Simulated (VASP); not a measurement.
A run of VASP 6.6.1:

POSCAR

```
SrLi2Ta2F7
1.0
    0.0246437700      4.0602434100     -0.1679845300
    4.2759902700      0.0246437700      0.0840607600
    1.9566521300      2.4294552400    -10.0395913300
Ta F Sr Li
2 7 1 2
Direct
    0.3592090000      0.4147670000      0.2377550000
    0.6433380000      0.6490950000      0.7633300000
    0.3192690000      0.2507060000      0.4439190000
    0.6901560000      0.6889930000      0.5658210000
    0.5521780000      0.1124740000      0.8110220000
    0.1093870000      0.5143810000      0.8146510000
    0.4479020000      0.9426880000      0.1887440000
    0.9154870000      0.3980220000      0.2033180000
    0.5437310000      0.5111520000      0.9881950000
    0.0240180000      0.9650680000      0.0067660000
    0.7512400000      0.2014180000      0.4870730000
    0.2344140000      0.6972530000      0.5021250000
```

Contents of INCAR.step1:

```
SYSTEM = SrLi2Ta2F7
PREC = Accurate ; ENCUT = 520
ISMEAR = -5 ; SIGMA = 0.1
LREAL = .FALSE. ; LASPH = .TRUE.
NELM = 100 ; LMAXMIX = 4
NBANDS = 56 ; GGA = PE
ALGO = Normal ; EDIFF = 1E-4
LWAVE = .TRUE. ; LCHARG = .FALSE.
```

Contents of INCAR.step2:

```
SYSTEM = SrLi2Ta2F7
PREC = Accurate ; ENCUT = 520
EDIFF = 1E-6 ; ISMEAR = -1
SIGMA = 0.1 ; LREAL = .FALSE.
LASPH = .TRUE. ; NELM = 100
ALGO = Normal ; ISIF = 2
LWAVE = .FALSE. ; LCHARG = .FALSE.
LMAXMIX = 4 ; METAGGA = R2SCAN
LMIXTAU = .TRUE. ; LORBIT = 11
NBANDS = 56 ; ISTART = 1
```

Contents of KPOINTS:

```
Automatic mesh
0
Gamma
  5 4 2
  0 0.5 0.5
```

Potentials or basis: VASP PAW PBE potentials, release 64 (Ta_pv, F, Sr_sv, Li_sv).

Launch:

```sh
$ cat potpaw_PBE.64/Ta_pv/POTCAR potpaw_PBE.64/F/POTCAR potpaw_PBE.64/Sr_sv/POTCAR potpaw_PBE.64/Li_sv/POTCAR > POTCAR
$ cp INCAR.step1 INCAR
$ mpirun -np 1 vasp_std > vasp.out
$ cp INCAR.step2 INCAR
$ mpirun -np 1 vasp_std > vasp.out
```

Hardware: 1 thread of Intel(R) Xeon(R) 6975P-C (Granite Rapids), on a shared host.

Task: Estimate the wall time of this run.

Result: It took 7.7 min on 1 thread of Intel(R) Xeon(R) 6975P-C (Granite Rapids) (shared host), peak memory 0.39 GiB. Counts: k points 20.
